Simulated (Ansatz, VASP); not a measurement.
## Co in VASP and in Ansatz

```
CELL_PARAMETERS angstrom
2.49358 0.00000 0.00000
-1.24679 2.15950 0.00000
0.00000 0.00000 4.03451
ATOMIC_POSITIONS crystal
Co 0.33333 0.66667 0.25000
Co 0.66667 0.33333 0.75000
```

Alike in both runs: functional PBE; k mesh 21 × 21 × 11; occupations fermi-dirac, width 0.08 eV; collinear spin.

Ansatz relaxed the structure, and its values are those at the end. VASP's run is a single point on that final structure, the one shown.

```csv
,VASP,Ansatz
version,VASP 6.6.1,Ansatz 0.2.0
potentials or method,"VASP PAW PBE potentials, release 64 (Co)","PAW with Ansatz's default frozen-core files, scalar-relativistic"
plane-wave cutoff (eV),520,420
valence electrons in the cell,18,34
```

```csv
,VASP,Ansatz,Ansatz less VASP
pressure (GPa),-0.8,0.0,+0.77
net moment per atom (μB),1.60,1.61,+0.010
size of the moment on the site where the two differ most (μB),1.62,1.69,+0.065
```

Site moments also hang on the region over which each program counts them. VASP's potentials hold 18 valence electrons a cell and Ansatz's 34, so a difference there can come from the potentials and not from the codes.
